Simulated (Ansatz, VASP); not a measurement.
Ag in VASP and in Ansatz

```
Ag
1.0
     2.75108    0.00000    0.00000
     0.00000    2.75108    0.00000
     0.00000    0.00000    2.75108
Ag
1
Direct
  0.00000 0.00000 0.00000
```

Alike in both runs: functional PBE; k mesh 16 × 16 × 16; occupations fermi-dirac, width 0.08 eV; no spin polarisation.

Ansatz relaxed the structure, and its values are those at the end. VASP's run is a single point on that final structure, the one shown.

```csv
,VASP,Ansatz
version,VASP 6.6.1,Ansatz 0.2.0
potentials or method,"VASP PAW PBE potentials, release 64 (Ag)","PAW with Ansatz's default frozen-core files, scalar-relativistic"
plane-wave cutoff (eV),520,420
valence electrons in the cell,11,19
```

```csv
,VASP,Ansatz,Ansatz less VASP
pressure (GPa),-0.1,0.0,+0.09
```

VASP's potentials hold 11 valence electrons a cell and Ansatz's 19, so a difference there can come from the potentials and not from the codes.
